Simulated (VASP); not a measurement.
CdTe, 2 atoms in the cell. The structure is cubic, space group F-43m (No. 216). The conventional cell has a = 6.536 Å, b = 6.536 Å, c = 6.536 Å, α = 90.00°, β = 90.00°, γ = 90.00°. Within 3.7 Å of Te (site symmetry -43m) lie 4 Cd at 2.83 Å. Cd (site symmetry -43m) has 4 Te at 2.83 Å within 3.7 Å. 

- Program: VASP 6.6.1
- Task: single point
- Functional: PBE
- Dispersion: D3(BJ)
- Potentials or basis: VASP PAW PBE potentials, release 64 (Te, Cd)
- Cutoff: 520 eV
- k mesh: 7 × 7 × 7
- Occupations: fermi-dirac, width 0.05 eV
- Spin: no spin polarisation
- Dipole correction: no
- Further INCAR settings: ALGO = Normal; EDIFF = 1e-06; NBANDS = 16

Potentials or basis: VASP PAW PBE potentials, release 64 (Te, Cd).

The run is started by

```bash
$ cat potpaw_PBE.64/Te/POTCAR potpaw_PBE.64/Cd/POTCAR > POTCAR
$ mpirun -np 1 vasp_std > vasp.out
```

Hardware: 1 thread of AMD EPYC 7R43 64-Core Processor (Zen 3), with other jobs on the host.

Task: Estimate the wall time of this run.

Result: It took 37 s on 1 thread of AMD EPYC 7R43 64-Core Processor (Zen 3) (shared host), peak memory 0.19 GiB. Counts: scf iterations 13, k points 20.
